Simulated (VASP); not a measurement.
Set up this calculation in VASP 6.6.1, as the native input.

```yaml
Task: single point
Functional: r2SCAN
Potentials_or_basis: VASP PAW PBE potentials, release 64 (Cd, Se)
Cutoff: 520 eV
k_mesh: 6 × 6 × 4
Occupations: gaussian, width 0.05 eV
Spin: no spin polarisation
Dipole_correction: no
Further_INCAR_settings: ALGO = Normal; EDIFF = 1e-07; NBANDS = 26
```

CdSe:

```
CELL_PARAMETERS angstrom
4.08357 0.00000 0.00000
-2.04179 3.53648 0.00000
0.00000 0.00000 7.01520
ATOMIC_POSITIONS crystal
Cd 0.66667 0.33333 0.00000
Cd 0.33333 0.66667 0.50000
Se 0.66667 0.33333 0.37500
Se 0.33333 0.66667 0.87500
```

This cell differs from its parent crystal: strain -0.050 along x and y, +0.000 along z.

The input as run:

POSCAR

```
CdSe
1.0
    4.0835749185      0.0000000000      0.0000000000
   -2.0417874593      3.5364796177      0.0000000000
    0.0000000000      0.0000000000      7.0152000000
Cd Se
2 2
Direct
    0.6666666667      0.3333333333      0.0000000000
    0.3333333333      0.6666666667      0.5000000000
    0.6666666667      0.3333333333      0.3750000000
    0.3333333333      0.6666666667      0.8750000000
```

INCAR.step1

```
ALGO = Normal ; EDIFF = 1E-4
ENCUT = 520 ; GGA = PE
ISMEAR = 0 ; LASPH = True
LCHARG = False ; LREAL = False
LWAVE = True ; NBANDS = 26
NELM = 60 ; PREC = Accurate
SIGMA = 0.05
```

INCAR.step2

```
ALGO = Normal ; EDIFF = 1E-7
ENCUT = 520 ; ISIF = 2
ISMEAR = 0 ; ISTART = 1
LASPH = True ; LCHARG = False
LMIXTAU = True ; LREAL = False
LWAVE = False ; METAGGA = R2SCAN
NBANDS = 26 ; NELM = 60
PREC = Accurate ; SIGMA = 0.05
```

KPOINTS

```
k-points
0
Gamma
  6 6 4
```

Potentials or basis: VASP PAW PBE potentials, release 64 (Cd, Se).

Run with:

```sh
$ cat potpaw_PBE.64/Cd/POTCAR potpaw_PBE.64/Se/POTCAR > POTCAR
$ cp INCAR.step1 INCAR
$ mpirun -np 1 vasp_std > vasp.out
$ cp INCAR.step2 INCAR
$ mpirun -np 1 vasp_std > vasp.out
```

It gave:

* Pressure: 9.8 GPa
* Largest force: 0.595 eV/Å
* Band gap on the k mesh: 1.28 eV, direct

Caveat: the cell differs from its parent crystal (strain -0.050 along x and y, +0.000 along z); the PAW data sets were made with another functional, which shifts forces and pressure a little.

Wall time 3.5 min on 1 thread of Intel(R) Xeon(R) Platinum 8259CL CPU @ 2.50GHz (Skylake/Cascade Lake), on a shared host, peak memory 0.24 GiB.
